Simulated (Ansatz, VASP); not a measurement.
## One calculation of Sr, two programs

INCAR

```
PREC = Accurate ; ENCUT = 520
EDIFF = 1E-6 ; ISMEAR = 0
SIGMA = 0.15 ; LREAL = False
LASPH = True ; NELM = 60
ALGO = Fast ; ISIF = 2
LWAVE = False ; LCHARG = False
GGA = PS ; NBANDS = 17
```

Contents of KPOINTS:

```
regular mesh
0
Gamma
  12 12 8
```

The input POSCAR:

```
Sr
1.0
    4.3100002207      0.0000000000      0.0323250017
   -2.1550001104      3.7325696814     -0.0161625008
    0.0528750000      0.0000000000      7.0500000000
Sr
2
Direct
    0.3333333333      0.6666666667      0.2500000000
    0.6666666667      0.3333333333      0.7500000000
```

Input for Ansatz:

```yaml
crystal:
  lattice:
    - [4.3100002207, 0.0, 0.0323250017]
    - [-2.1550001104, 3.7325696814, -0.0161625008]
    - [0.052875, 0.0, 7.05]
  atoms:
    - { symbol: Sr, position: [0.3333333333, 0.6666666667, 0.25] }
    - { symbol: Sr, position: [0.6666666667, 0.3333333333, 0.75] }
basis:
  ecutwfc: 420
kpoints:
  mp_grid: { grid: [12, 12, 8] }
hamiltonian:
  xc: pbesol
scf:
  occupations: { method: gaussian, width: 0.15 }
output:
  forces: true
  stress: true
  eigenvalues: true
```

Change from the starting cell: strain +0.0150 x Voigt [0, 0, 0, 0, 1, 0], atoms carried along.

Alike in both runs: task single point; functional PBEsol; k mesh 12 × 12 × 8; occupations gaussian, width 0.15 eV; no spin polarisation.

|  | VASP | Ansatz |
| --- | --- | --- |
| version | VASP 6.6.1 | Ansatz 0.2.0 |
| potentials or method | VASP PAW PBE potentials, release 64 (Sr_sv), cutoff 520 eV | scalar-relativistic, plane waves, PAW |
| valence electrons in the cell | 20 | 20 |

|  | VASP | Ansatz | Ansatz less VASP |
| --- | --- | --- | --- |
| gap on the k mesh at the Fermi level (eV) | none | none | - |
| pressure (GPa) | -0.8 | -0.9 | -0.01 |
| traceless stress, the component that is largest in VASP (GPa) | -0.09 | -0.09 | 0.000 |

VASP's potentials were made for PBE, not for PBEsol. A gap of «none» marks a metal or a gap that the smearing closes.
